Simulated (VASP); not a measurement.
Set up this calculation in VASP 6.6.1, as the native input.

```yaml
Task: single point
Functional: LDA
Potentials_or_basis: VASP PAW LDA potentials, release 64 (Al, Ni)
Cutoff: 520 eV
k_mesh: 16 × 16 × 14
Occupations: fermi-dirac, width 0.15 eV
Spin: no spin polarisation
Dipole_correction: no
Further_INCAR_settings: ALGO = Normal; EDIFF = 1e-07; NBANDS = 14
```

The structure of AlNi lies in POSCAR:

```
AlNi
1.0
    2.0028655982     -2.0028644324      0.0000000000
    2.0028655982      2.0028644324      0.0000000000
    0.0000000000      0.0000000000      2.8351334304
Al Ni
1 1
Direct
    0.0000000000      0.0000000000      0.0000000000
    0.5000000000      0.5000000000      0.5000000000
```

One way to write it, as run:

INCAR

```
  PREC = Accurate
  ENCUT = 520
  EDIFF = 1E-7
  ISMEAR = -1
  SIGMA = 0.15
  LREAL = False
  LASPH = True
  NELM = 60
  ALGO = Normal
  ISIF = 2
  LWAVE = False
  LCHARG = False
  NBANDS = 14
```

KPOINTS

```
regular mesh
0
Gamma
  16 16 14
```

Potentials or basis: VASP PAW LDA potentials, release 64 (Al, Ni).

Command:

```console
$ cat potpaw_LDA.64/Al/POTCAR potpaw_LDA.64/Ni/POTCAR > POTCAR
$ mpirun -np 1 vasp_std > vasp.out
```

It gave:

```yaml
Pressure: 0.3 GPa
Band_gap_on_the_k_mesh: zero (an odd number of electrons rules out a gap without spin polarisation)
```

Run time: 97 s on 1 thread of Intel Xeon 8259CL (shared host), peak memory 0.23 GiB.
